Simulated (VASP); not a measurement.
Here is a VASP 6.6.1 calculation.

Contents of INCAR:

```
  AGGAC = 1.0
  AGGAX = 1.0
  ALDAC = 0.0
  ALDAX = 1.0
  ALGO = Normal
  EDIFF = 1E-6
  ENCUT = 520
  GGA = B5
  ISIF = 2
  ISMEAR = -1
  ISPIN = 2
  LASPH = True
  LCHARG = True
  LELF = True
  LMAXMIX = 4
  LORBIT = 11
  LREAL = False
  LVHAR = True
  LWAVE = False
  MAGMOM = 3 0
  NBANDS = 18
  NELM = 150
  PREC = Accurate
  SIGMA = 0.05
```

Contents of KPOINTS:

```
k-points
0
Gamma
  8 8 8
```

File POSCAR:

```
FeO
1.0
    0.0000000000      2.1820265653      2.1820265653
    2.1820265653      0.0000000000      2.1820265653
    2.1820265653      2.1820265653      0.0000000000
Fe O
1 1
Direct
    0.0000000000      0.0000000000      0.0000000000
    0.5000000000      0.5000000000      0.5000000000
```

Potentials or basis: VASP PAW PBE potentials, release 64 (Fe, O).

Run with:

```bash
$ cat potpaw_PBE.64/Fe/POTCAR potpaw_PBE.64/O/POTCAR > POTCAR
$ mpirun -np 1 vasp_std > vasp.out
```

(1) Predict the band gap on the k mesh.

(2) Predict the site moments.

(3) Predict the net moment.

## Answers

(1) zero (filled and empty bands overlap).

(2) Fe +3.60; O +0.32 μB.

(3) 4.00 μB per cell.

Caveat: a cell with one magnetic atom can't hold antiferromagnetic order, which such compounds often take; semilocal functionals often make such compounds metallic where correlation or magnetic order opens a gap, which also shifts bond lengths.

**What was measured.**

From “W\"ustite: Electric, thermodynamic and optical properties of FeO”, 2012, arxiv:1203.1201, for a bulk crystal of FeO: band gap 2.4 eV (optical).

A measured gap of FeO is 2.4 eV (optical; quoted in “W\"ustite: Electric, thermodynamic and optical properties of FeO”, 2012, arxiv:1203.1201); the calculated 0.00 eV misses it by -2.40 eV. So large a miss can be the level of theory's own, or it may mean another phase, state or a wrong row. The value is that of BLYP on a finite k mesh, which can miss the band edges, without temperature or zero-point motion. Semilocal functionals fall short of measured gaps as a rule. The run's magnetic order (collinear spin, ferromagnetic start) needn't be the measured crystal's.
